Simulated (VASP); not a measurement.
Here is a VASP 6.6.1 calculation.

The input INCAR:

```
  PREC = Accurate
  ENCUT = 520
  EDIFF = 1E-7
  ISMEAR = 0
  SIGMA = 0.02
  LREAL = F
  LASPH = T
  NELM = 100
  ALGO = Normal
  ISIF = 2
  LWAVE = F
  LCHARG = T
  GGA = PS
  LELF = T
  LVHAR = T
  NBANDS = 11
```

File KPOINTS:

```
Automatic mesh
0
Gamma
  12 12 12
```

File POSCAR:

```
BN
1.0
    0.0000000000      3.2381448749      2.1627328565
    1.2509714508      0.0000000000      2.1627328565
    1.2509714508      3.2381448749      0.0000000000
B N
1 1
Direct
    0.0001486821      0.0001486821      0.9998513179
    0.6665513079      0.6665513079      0.3334486921
```

Potentials or basis: VASP PAW PBE potentials, release 64 (B, N).

Run with:

```sh
$ cat potpaw_PBE.64/B/POTCAR potpaw_PBE.64/N/POTCAR > POTCAR
$ mpirun -np 1 vasp_std > vasp.out
```

Question: What does it give for the band gap on the k mesh?

Answer: 3.36 eV (least direct gap 4.48 eV).

Question: Estimate the pressure.

Answer: 2.3 GPa.

Forces in eV/Å, atoms in the order of the input:
```
B    0.000  0.000 -0.002
N    0.000  0.000  0.002
```

Caveat: the PAW data sets were made with another functional, which shifts forces and pressure a little. A k mesh can miss the band edges.
